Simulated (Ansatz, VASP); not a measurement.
## Te2As3: VASP beside Ansatz

```xyz
5
Lattice="4.0983 0.0000 0.0000 0.0000 4.0983 0.0000 0.0000 0.0000 8.8954" Properties=species:S:1:pos:R:3 pbc="T T T"
Te    0.0000    0.0000    5.5362
Te    2.0491    2.0491    4.6639
As    2.0491    0.0000    8.7203
As    0.0000    2.0491    8.7203
As    0.0000    0.0000    1.4472
```

Change from the starting cell: species swapped into the Cu3Te2 type (P4mm, No. 99).

Alike in both runs: functional PBE; k mesh 4 × 4 × 4; occupations gaussian, width 0.1 eV; no spin polarisation.

Ansatz relaxed the structure, and its values are those at the end. VASP's run is a single point on that final structure, the one shown.

|  | VASP | Ansatz |
| --- | --- | --- |
| version | VASP 6.6.1 | Ansatz 0.2.0 |
| potentials or method | VASP PAW PBE potentials, release 64 (Te, As), cutoff 520 eV | scalar-relativistic, plane waves, PAW |
| valence electrons in the cell | 27 | 77 |

Ansatz gave:

```
gap on the k mesh at the Fermi level (eV) : none
pressure (GPa)                            : 0.2
rms of the force components (eV/Å)        : 0.011
```

Problem. What did VASP give for the same quantities?

Solution. gap on the k mesh at the Fermi level (eV): none; pressure (GPa): 0.3; rms of the force components (eV/Å): 0.007.

A gap of «none» marks a metal or a gap that the smearing closes. VASP's potentials hold 27 valence electrons a cell and Ansatz's 77, so a difference there can come from the potentials and not from the codes.

The k mesh is coarse, so the values compare programs but aren't converged. Neither program's run includes spin-orbit coupling.
